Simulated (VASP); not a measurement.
Crystal: Zr.

```
Zr
1.0
    -1.77276    1.77276    1.77276
     1.77276   -1.77276    1.77276
     1.77276    1.77276   -1.77276
Zr
1
Cartesian
  0.0000 0.0000 0.0000
```

```yaml
Program: VASP 6.6.1
Task: relaxation of cell and atoms
Functional: PBE
Potentials_or_basis: VASP PAW PBE potentials, release 64 (Zr_sv)
Cutoff: 600 eV
k_mesh: 13 × 13 × 13
Occupations: fermi-dirac, width 0.05 eV
Spin: no spin polarisation
```

At the start: pressure 2.2 GPa; volume 22.28 Å³/atom.

How do energy, volume and symmetry change on relaxing?

Over 3 steps the energy falls by 3.5 meV/atom and the volume is 22.82 Å³/atom (+2.4 %); space group Im-3m (No. 229, to 0.05 Å).

Step by step:
| step | energy change (eV) | largest force (eV/Å) | pressure (GPa) | volume (Å³) |
| --- | --- | --- | --- | --- |
| 1 | 0.0000 | 0.0000 | 2.18 | 22.28 |
| 2 | -0.0010 | 0.0000 | -1.70 | 23.28 |
| 3 | -0.0035 | 0.0000 | 0.00 | 22.82 |

Final structure:
```yaml
crystal:
  lattice:
    - [-1.78673, 1.78673, 1.78673]
    - [1.78673, -1.78673, 1.78673]
    - [1.78673, 1.78673, -1.78673]
  atoms:
    - { symbol: Zr, position: [0.00000, 0.00000, 0.00000] }
```
